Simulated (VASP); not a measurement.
Pb:

```xyz
1
Lattice="0.0000 2.4584 2.4584 2.4584 0.0000 2.4584 2.4584 2.4584 0.0000" Properties=species:S:1:pos:R:3 pbc="T T T"
Pb    0.0000    0.0000    0.0000
```

Program: VASP 6.6.1. Alike in all runs: task single point; potentials or basis VASP PAW PBE potentials, release 64 (Pb_d); cell as given.

Problem. Order these runs on this cell by their pressure, lowest first.
A. level PBEsol-based screened hybrid with 25 % exact exchange; spin off; k mesh 5 × 5 × 5; cutoff (eV) 520; smearing fermi-dirac 0.05 eV; grid for exact exchange (PRECFOCK) Normal; share of exact exchange 0.25; screening parameter 0.207 1/Å
B. level r2SCAN; spin non-collinear, zero start, SOC; k mesh 9 × 9 × 9; cutoff (eV) 520; smearing fermi-dirac 0.05 eV
C. level pbe exchange, lyp correlation; spin collinear, zero start; fixed moment (μB) 0.0; k mesh 9 × 9 × 9; cutoff (eV) 500; smearing tetrahedron
D. level RPBE+D3(BJ); spin non-collinear, zero start, SOC; k mesh 7 × 7 × 7; cutoff (eV) 520; smearing methfessel-paxton 0.01 eV

Solution. D (-15.8 GPa), A (-0.5 GPa), B (2.3 GPa), C (7.6 GPa).

Caveats: some runs use coarse meshes; the PAW data sets were made with another functional, which shifts forces and pressure a little; the cell stands under pressure (at least some runs); the total moment is fixed, so each spin has its own Fermi level (at least some runs); the cell stands under tension (at least some runs).
